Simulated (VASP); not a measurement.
# Ir in VASP: a series of runs

The runs below take Ir through single point, with PBE.

All numbers are computed with VASP 6.6.1; they aren't measurements. Logs are shortened: lines on timing, memory, paths and dates and some standing lists are left out, and cuts for length are marked.

### Step 1. The cell of the first run

The cell holds a slab with vacuum, 6 atoms: a = 2.737 Å, b = 2.737 Å, c = 26.174 Å, α = 90.00°, β = 90.00°, γ = 120.00°.

### Step 2. Single point, PBE

Contents of INCAR:

```
SYSTEM = Ir
PREC     = Accurate       ! precision mode
ENCUT    = 520            ! plane-wave cutoff, eV
EDIFF    = 1E-6           ! SCF threshold, eV
ISMEAR   = 0              ! smearing method
SIGMA    = 0.1            ! smearing width, eV
LREAL    = .False.        ! projectors in reciprocal space
LASPH    = .True.         ! aspherical terms in the spheres
NELM     = 60             ! most SCF steps
ALGO     = Fast           ! electronic algorithm
ISIF     = 2              ! what is computed and relaxed
LWAVE    = .False.        ! write WAVECAR
LCHARG   = .False.        ! write CHGCAR
LDIPOL   = .True.       
IDIPOL   = 3            
DIPOL    = 0.5 0.5 0.500
GGA      = PE             ! functional
NBANDS   = 36             ! bands
```

Contents of KPOINTS:

```
Automatic mesh
0
Gamma
  15 15 1
  0 0 0
```

Contents of POSCAR:

```
Ir
1.0
    2.7369706002      0.0000000000      0.0000000000
   -1.3684853001      2.3702860692      0.0000000000
    0.0000000000      0.0000000000     26.1736356858
Ir
6
Direct
    0.6666666667      0.3333333333      0.2865478870
    0.3333333333      0.6666666667      0.3719287322
    0.0000000000      0.0000000000      0.4573095774
    0.6666666667      0.3333333333      0.5426904226
    0.3333333333      0.6666666667      0.6280712678
    0.0000000000      0.0000000000      0.7134521130
```

Potentials or basis: VASP PAW PBE potentials, release 64 (Ir).

Started as:

```bash
$ cat potpaw_PBE.64/Ir/POTCAR > POTCAR
$ mpirun -np 1 vasp_std > vasp.out
```

OUTCAR:

```text
SYSTEM = Ir
   PREC = Accurate
   ENCUT = 520
   EDIFF = 1E-6
   ISMEAR = 0
   LREAL = .False.
   LASPH = .True.
   NELM = 60
   ISIF = 2
   GGA = PE

 ion  position               nearest neighbor table
   1  0.667  0.333  0.287-   2 2.74   2 2.74   2 2.74
   2  0.333  0.667  0.372-   3 2.74   1 2.74   1 2.74   3 2.74   3 2.74   1 2.74
   3  0.000  0.000  0.457-   2 2.74   4 2.74   2 2.74   4 2.74   2 2.74   4 2.74
   4  0.667  0.333  0.543-   5 2.74   3 2.74   5 2.74   3 2.74   3 2.74   5 2.74
   5  0.333  0.667  0.628-   6 2.74   4 2.74   4 2.74   6 2.74   6 2.74   4 2.74
   6  0.000  0.000  0.713-   5 2.74   5 2.74   5 2.74

  LATTYP: Found a hexagonal cell.
 ALAT       =     2.7369706002
 C/A-ratio  =     9.5629948250

  Lattice vectors:

 A1 = (   2.7369706002,   0.0000000000,   0.0000000000)
 A2 = (  -1.3684853001,   2.3702860692,   0.0000000000)
 A3 = (   0.0000000000,   0.0000000000,  26.1736356858)

Analysis of symmetry for initial positions (statically):
=====================================================================
 Subroutine PRICEL returns:
 Original cell was already a primitive cell.

 Routine SETGRP: Setting up the symmetry group for a
 hexagonal supercell.

 Subroutine GETGRP returns: Found 12 space group operations
 (whereof  6 operations were pure point group operations)
 out of a pool of 24 trial point group operations.

The static configuration has the point symmetry C_3v.
 The point group associated with its full space group is D_3d.

Analysis of symmetry for dynamics (positions and initial velocities):
=====================================================================
 Subroutine PRICEL returns:
 Original cell was already a primitive cell.

 Routine SETGRP: Setting up the symmetry group for a
 hexagonal supercell.

 Subroutine GETGRP returns: Found 12 space group operations
 (whereof  6 operations were pure point group operations)
 out of a pool of 24 trial point group operations.

The dynamic configuration has the point symmetry C_3v.
 The point group associated with its full space group is D_3d.

 Subroutine INISYM returns: Found 12 space group operations
 (whereof  6 operations are pure point group operations),
 and found     1 'primitive' translations

----------------------------------------------------------------------------------------

                                     Primitive cell

  volume of cell :     169.7989

  direct lattice vectors                    reciprocal lattice vectors
     2.736970600  0.000000000  0.000000000     0.365367461  0.210945002  0.000000000
    -1.368485300  2.370286069  0.000000000     0.000000000  0.421890004  0.000000000
     0.000000000  0.000000000 26.173635686     0.000000000  0.000000000  0.038206385

  length of vectors
     2.736970600  2.736970600 26.173635686     0.421890004  0.421890004  0.038206385

  position of ions in fractional coordinates (direct lattice)
     0.666666667  0.333333333  0.286547887
     0.333333333  0.666666667  0.371928732
     0.000000000  0.000000000  0.457309577
     0.666666667  0.333333333  0.542690423
     0.333333333  0.666666667  0.628071268
     0.000000000  0.000000000  0.713452113

  ion indices of the primitive-cell ions
   primitive index   ion index
                 1           1
                 2           2
                 3           3
                 4           4
                 5           5
                 6           6

----------------------------------------------------------------------------------------

 KPOINTS: Automatic mesh

Automatic generation of k-mesh.
 Grid dimensions read from file:
 generate k-points for:   15   15    1

 Generating k-lattice:

  Cartesian coordinates                     Fractional coordinates (reciprocal lattice)
     0.024357831  0.014063000  0.000000000     0.066666667  0.000000000  0.000000000
     0.000000000  0.028126000  0.000000000     0.000000000  0.066666667  0.000000000
     0.000000000  0.000000000  0.038206385     0.000000000  0.000000000  1.000000000

  Length of vectors
     0.028126000  0.028126000  0.038206385

  Shift w.r.t. Gamma in fractional coordinates (k-lattice)
     0.000000000  0.000000000  0.000000000

 Subroutine IBZKPT returns following result:
 ===========================================

 Found     27 irreducible k-points:

 Following reciprocal coordinates:
            Coordinates               Weight
  0.000000  0.000000  0.000000      1.000000
  0.066667  0.000000  0.000000      6.000000
  0.133333  0.000000  0.000000      6.000000
  0.200000  0.000000  0.000000      6.000000
  0.266667  0.000000  0.000000      6.000000
  0.333333  0.000000  0.000000      6.000000
[... 16 lines left out ...]
  0.333333  0.200000  0.000000     12.000000
  0.400000  0.200000  0.000000      6.000000
 [... further k-points ...]
   k-points           NKPTS =     27   k-points in BZ     NKDIM =     27   number of bands    NBANDS=     36
   number of dos      NEDOS =    301   number of ions     NIONS =      6
   total plane-waves  NPLWV =  78400
   dimension x,y,z NGX =    20 NGY =   20 NGZ =  196
   dimension x,y,z NGXF=    40 NGYF=   40 NGZF=  392
   ions per type =               6
   NGX,Y,Z   is equivalent  to a cutoff of  12.15, 12.15, 12.45 a.u.
   NGXF,Y,Z  is equivalent  to a cutoff of  24.30, 24.30, 24.90 a.u.
 SYSTEM =  Ir
   PREC   = accura    normal or accurate (medium, high low for compatibility)
   ISTART =      0    job   : 0-new  1-cont  2-samecut
   ICHARG =      2    charge: 1-file 2-atom 10-const
   ISPIN  =      1    spin polarized calculation?
   LNONCOLLINEAR =      F non collinear calculations
   LSORBIT =      F    spin-orbit coupling
   LASPH  =      T    aspherical Exc in radial PAW
   ENCUT  =  520.0 eV  38.22 Ry    6.18 a.u.   5.09  5.09 48.67*2*pi/ulx,y,z
   NELM   =     60;   NELMIN=  2; NELMDL= -5     # of ELM steps
   EDIFF  = 0.1E-05   stopping-criterion for ELM
   LREAL  =      F    real-space projection
   EDIFFG = 0.1E-04   stopping-criterion for IOM
   NSW    =      0    number of steps for IOM
   IBRION =     -1    ionic relax: 0-MD 1-quasi-New 2-CG
   NFREE  =      0    steps in history (QN), initial steepest desc. (CG)
   ISIF   =      2    stress and relaxation
   ISYM   =      2    0-nonsym 1-usesym 2-fastsym
   POTIM  = 0.5000    time-step for ionic-motion
   TEBEG  =    0.0;   TEEND  =   0.0 temperature during run
   PSTRESS=    0.0 pullay stress
   NELECT =      54.0000    total number of electrons
   NUPDOWN=      -1.0000    fix difference up-down
   EMIN   =  10.00;   EMAX   =-10.00  energy-range for DOS
   EFERMI =   0.00;   METHOD = LEGACY
   ISMEAR =     0;   SIGMA  =   0.10  broadening in eV -4-tet -1-fermi 0-gaus
   EFERMI_NEDOS =   21; number of points for ismear=-14 and -15
   IALGO  =     68    algorithm
   IMIX   =      4    mixing-type and parameters
     AMIX     =   0.40;   BMIX     =  1.00
     AMIX_MAG =   1.60;   BMIX_MAG =  1.00
  volume/ion in A,a.u.               =      28.30       190.98
  Fermi-wavevector in a.u.,A,eV,Ry     =   1.117449  2.111673 16.989494  1.248693
  Thomas-Fermi vector in A             =   2.254072
   LORBIT       =      0    0 simple, 1 ext, 2 COOP (PROOUT), +10 PAW based schemes
   GGA     = PE    functional components
   LHFCALC =     F    Hartree Fock is set to
   AEXX    =    0.0000 exact exchange contribution
   IVDW    =     0    specifies the selected vdW correction
   LEPSILON=     F    determine dielectric tensor
   LRPA    =     F    only Hartree local field effects (RPA)
 non-spin polarized calculation
 RMM-DIIS sequential band-by-band and
 Gauss-broadening in eV      SIGMA  =   0.10
  energy-cutoff  :      520.00
  volume of cell :      169.80
 maximum number of plane-waves:      4615
   NGX = 11   NGY = 11   NGZ = 97

 dipolmoment           0.000000      0.000000      0.000000 electrons x Angstroem

 number of electron      54.0000001 magnetization

 dipolmoment           0.000000      0.000000     -0.000000 electrons x Angstroem

 Free energy of the ion-electron system (eV)
  ---------------------------------------------------
  ext. energy  EPLUGINS =         0.00000000
  ---------------------------------------------------
  free energy    TOTEN  =       -51.25448785 eV

  energy without entropy =      -51.22566082  energy(sigma->0) =      -51.24007433

 E-fermi :   2.3903     XC(G=0):  -7.8462

 val. band max:        2.3772895935   @ k =   0.3333   0.3333   0.0000
 cond. band min:       2.3924659058   @ k =   0.2667   0.0667   0.0000
 fundamental gap:      0.0151763122
 Fermi energy:         2.3902570586

 k-point     1 :       0.0000    0.0000    0.0000
  band No.  band energies     occupation
      1      -8.1645      2.00000
      2      -7.3893      2.00000
      3      -6.3616      2.00000
      4      -5.5732      2.00000
      5      -5.1920      2.00000
      6      -5.1502      2.00000
[... 28 lines left out ...]
     35       2.8136      0.00000
     36       3.1693      0.00000

 k-point     2 :       0.0667    0.0000    0.0000
  band No.  band energies     occupation
      1      -7.9954      2.00000
      2      -7.2247      2.00000
      3      -6.1974      2.00000
      4      -5.4063      2.00000
      5      -5.0260      2.00000
      6      -4.9822      2.00000
[... 28 lines left out ...]
     35       3.1837      0.00000
     36       3.5249      0.00000

 k-point     3 :       0.1333    0.0000    0.0000
  band No.  band energies     occupation
      1      -7.5098      2.00000
      2      -6.7589      2.00000
      3      -5.7430      2.00000
      4      -4.9485      2.00000
      5      -4.5686      2.00000
      6      -4.5193      2.00000
[... 28 lines left out ...]
     35       3.3192      0.00000
     36       4.5353      0.00000
[... 742 lines left out ...]
 k-point    23 :       0.3333    0.2000    0.0000
  band No.  band energies     occupation
      1      -4.2831      2.00000
      2      -4.2677      2.00000
      3      -3.7893      2.00000
      4      -3.7127      2.00000
      5      -3.5643      2.00000
      6      -3.2796      2.00000
[... 28 lines left out ...]
     35       8.3048      0.00000
     36       8.7331      0.00000

 k-point    24 :       0.4000    0.2000    0.0000
  band No.  band energies     occupation
      1      -4.3411      2.00000
      2      -4.2567      2.00000
      3      -3.7612      2.00000
      4      -3.7123      2.00000
      5      -3.6512      2.00000
      6      -3.2727      2.00000
[... 28 lines left out ...]
     35       7.9733      0.00000
     36       8.3857      0.00000

 [... further k-points ...]

------------------------ aborting loop because EDIFF is reached ----------------------------------------

 vacuum level on the upper side and lower side of the slab       (xc-potential included)        -0.218        -0.216

  FORCE on cell =-STRESS in cart. coord.  units (eV):
  Direction    XX          YY          ZZ          XY          YZ          ZX
  --------------------------------------------------------------------------------------
  -------------------------------------------------------------------------------------
  Total       -4.3647971     -4.3647971     -2.4248151      0.0000000      0.0000000     -0.0000000
  in kB      -41.1850594    -41.1850594    -22.8799074      0.0000000      0.0000000     -0.0000000
  external PRESSURE =     -35.0833421 kB  Pullay stress =       0.0000000 kB

 VOLUME and BASIS-vectors are now :
 -----------------------------------------------------------------------------
  energy-cutoff  :      520.00
  volume of cell :      169.80
      direct lattice vectors                 reciprocal lattice vectors
     2.736970600  0.000000000  0.000000000     0.365367461  0.210945002  0.000000000
    -1.368485300  2.370286069  0.000000000     0.000000000  0.421890004  0.000000000
     0.000000000  0.000000000 26.173635686     0.000000000  0.000000000  0.038206385

 POSITION                                       TOTAL-FORCE (eV/Angst)
 -----------------------------------------------------------------------------------
      1.36849      0.79010      7.50000        -0.000000      0.000000      0.441219
     -0.00000      1.58019      9.73473        -0.000000      0.000000     -0.309929
      0.00000      0.00000     11.96945        -0.000000     -0.000000     -0.215441
      1.36849      0.79010     14.20418         0.000000     -0.000000      0.215441
     -0.00000      1.58019     16.43891         0.000000     -0.000000      0.309929
      0.00000      0.00000     18.67364        -0.000000     -0.000000     -0.441219
 -----------------------------------------------------------------------------------
    total drift:                                0.000000     -0.000000     -0.000030

  FREE ENERGIE OF THE ION-ELECTRON SYSTEM (eV)
  ---------------------------------------------------
  free  energy   TOTEN  =       -51.2544878455 eV

  energy  without entropy=      -51.2256608196  energy(sigma->0) =      -51.24007433

 vacuum level on the upper side and lower side of the slab         7.743         7.743
```

Wall time 13 min (1 thread of AMD EPYC 7R13, shared host); peak memory 0.31 GiB.

What came out:

```yaml
Free_energy: -51.2545 eV
Largest_force: 0.441 eV/Å
Band_gap_on_the_k_mesh: zero (band 27 reaches 3.28 eV, above the bottom of band 28 at 1.26 eV)
```

Forces on the atoms (eV/Å):
```
Ir   0.000  0.000  0.441
Ir   0.000  0.000 -0.310
Ir   0.000  0.000 -0.215
Ir   0.000  0.000  0.215
Ir   0.000  0.000  0.310
Ir   0.000  0.000 -0.441
```

Caveat: spin-orbit coupling is left out, which moves the levels of the heavy elements.

### Step 3. Single point, PBE

This run uses another cell than the first one: it holds 16 atoms, not 6.

Contents of INCAR:

```
ALGO = Normal
DIPOL = 0.5 0.5 0.499
EDIFF = 1E-7
ENCUT = 520
GGA = PE
IDIPOL = 3
ISIF = 2
ISMEAR = 0
LASPH = True
LCHARG = False
LDIPOL = True
LREAL = Auto
LWAVE = False
NBANDS = 86
NELM = 100
PREC = Accurate
SIGMA = 0.1
```

Contents of KPOINTS:

```
k-points
0
Gamma
  6 6 1
```

Contents of POSCAR:

```
Ir
1.0
    5.4739412005      0.0000000000      0.0000000000
   -2.7369706003      4.7405721385      0.0000000000
    0.0000000000      0.0000000000     23.7041814117
Ir
16
Direct
    0.3333333333      0.1666666667      0.3585865233
    0.3333333333      0.6666666667      0.3585865233
    0.8333333333      0.1666666667      0.3585865233
    0.8333333333      0.6666666667      0.3585865233
    0.6666666667      0.3333333333      0.4528621744
    0.6666666667      0.8333333333      0.4528621744
    0.1666666667      0.3333333333      0.4528621744
    0.1666666667      0.8333333333      0.4528621744
    0.0000000000      0.5000000000      0.5455607057
    0.0000000000      0.0000000000      0.5455607057
    0.5000000000      0.5000000000      0.5455607057
    0.5000000000      0.0000000000      0.5455607057
    0.3333333333      0.6666666667      0.6380661392
    0.3333333333      0.1666666667      0.6380661392
    0.8333333333      0.6666666667      0.6380661392
    0.8333333333      0.1666666667      0.6380661392
```

Potentials or basis: VASP PAW PBE potentials, release 64 (Ir).

Started as:

```bash
$ cat potpaw_PBE.64/Ir/POTCAR > POTCAR
$ mpirun -np 1 vasp_std > vasp.out
```

OUTCAR:

```text
EDIFF = 1E-7
   ENCUT = 520
   GGA = PE
   ISIF = 2
   ISMEAR = 0
   LASPH = True
   LREAL = Auto
   NELM = 100
   PREC = Accurate

 ion  position               nearest neighbor table
   1  0.333  0.167  0.359-   7 2.74   5 2.74   8 2.74   3 2.74   3 2.74   4 2.74   4 2.74   2 2.74
                             2 2.74
   2  0.333  0.667  0.359-   8 2.74   6 2.74   7 2.74   4 2.74   4 2.74   3 2.74   3 2.74   1 2.74
                             1 2.74
   3  0.833  0.167  0.359-   5 2.74   7 2.74   6 2.74   1 2.74   1 2.74   2 2.74   2 2.74   4 2.74
                             4 2.74
   4  0.833  0.667  0.359-   6 2.74   8 2.74   5 2.74   2 2.74   2 2.74   1 2.74   1 2.74   3 2.74
                             3 2.74
   5  0.667  0.333  0.453-   9 2.71  12 2.71  11 2.71   3 2.74   1 2.74   4 2.74   7 2.74   7 2.74
                             8 2.74   8 2.74   6 2.74   6 2.74
[... 851 lines left out ...]
  energy-cutoff  :      520.00
  volume of cell :      615.11
      direct lattice vectors                 reciprocal lattice vectors
     5.473941200  0.000000000  0.000000000     0.182683731  0.105472501  0.000000000
    -2.736970600  4.740572139  0.000000000     0.000000000  0.210945002  0.000000000
     0.000000000  0.000000000 23.704181412     0.000000000  0.000000000  0.042186650

 POSITION                                       TOTAL-FORCE (eV/Angst)
 -----------------------------------------------------------------------------------
      1.36849      0.79010      8.50000         0.000000      0.000000      0.368254
     -0.00000      3.16038      8.50000         0.000000      0.000000      0.368254
      4.10546      0.79010      8.50000         0.000000      0.000000      0.368254
      2.73697      3.16038      8.50000         0.000000      0.000000      0.368254
      2.73697      1.58019     10.73473         0.000000     -0.000000     -0.398252
      1.36849      3.95048     10.73473         0.000000     -0.000000     -0.398252
[... 8 lines left out ...]
      2.73697      3.16038     15.12484         0.000000      0.000000      0.036597
      4.10546      0.79010     15.12484        -0.000000      0.000000      0.036597
 -----------------------------------------------------------------------------------
    total drift:                               -0.000000      0.000000     -0.002136

  FREE ENERGIE OF THE ION-ELECTRON SYSTEM (eV)
  ---------------------------------------------------
  free  energy   TOTEN  =      -134.4037910943 eV

  energy  without entropy=     -134.3121488384  energy(sigma->0) =     -134.35796997

 vacuum level on the upper side and lower side of the slab         5.726         5.753
```

OSZICAR:

```text
N       E                     dE             d eps       ncg     rms          rms(c)
DAV:   1     0.145420979656E+04    0.14542E+04   -0.58434E+04  1204   0.145E+03
DAV:   2     0.250891010768E+02   -0.14291E+04   -0.13360E+04  1210   0.445E+02
DAV:   3    -0.129810371020E+03   -0.15490E+03   -0.14310E+03  1616   0.130E+02
DAV:   4    -0.142763942331E+03   -0.12954E+02   -0.12103E+02  1720   0.363E+01
[... 29 lines left out ...]
DAV:  34    -0.134403789636E+03   -0.33895E-06   -0.86450E-09   656   0.614E-04    0.334E-04
DAV:  35    -0.134403790434E+03   -0.79808E-06   -0.14747E-08   690   0.335E-04    0.350E-04
DAV:  36    -0.134403790786E+03   -0.35207E-06   -0.65665E-09   672   0.324E-04    0.268E-04
DAV:  37    -0.134403791026E+03   -0.24032E-06   -0.48737E-09   658   0.217E-04    0.269E-04
DAV:  38    -0.134403791094E+03   -0.68356E-07   -0.27180E-09   656   0.231E-04
   1 F= -.13440379E+03 E0= -.13435797E+03  d E =-.916423E-01
```

stdout:

```text
POSCAR found type information on POSCAR Ir
 POSCAR found :  1 types and      16 ions
 scaLAPACK will be used
 LDA part: xc-table for (Slater+PW92), standard interpolation
 POSCAR, INCAR and KPOINTS ok, starting setup
 FFT: planning ... GRIDC
 FFT: planning ... GRID_SOFT
 FFT: planning ... GRID
 WAVECAR not read
 entering main loop
```

Run time: 32 min. Hardware: 1 thread of AMD EPYC 7R13 (Zen 3), shared host; peak memory 0.72 GiB.

What came out:

```yaml
Free_energy: -134.4038 eV
Largest_force: 0.398 eV/Å
Band_gap_on_the_k_mesh: zero (band 72 reaches 1.08 eV, above the bottom of band 73 at -0.20 eV)
```

Forces on the atoms (eV/Å):
```
Ir   0.000  0.000  0.368
Ir   0.000  0.000  0.368
Ir   0.000  0.000  0.368
Ir   0.000  0.000  0.368
Ir   0.000  0.000 -0.398
Ir   0.000  0.000 -0.398
Ir   0.000  0.000 -0.398
Ir   0.000  0.000 -0.398
Ir   0.000  0.000 -0.007
Ir   0.000  0.000 -0.007
Ir   0.000  0.000 -0.007
Ir   0.000  0.000 -0.007
Ir   0.000  0.000  0.037
Ir   0.000  0.000  0.037
Ir   0.000  0.000  0.037
Ir   0.000  0.000  0.037
```

Caveat: spin-orbit coupling is left out, which moves the levels of the heavy elements.
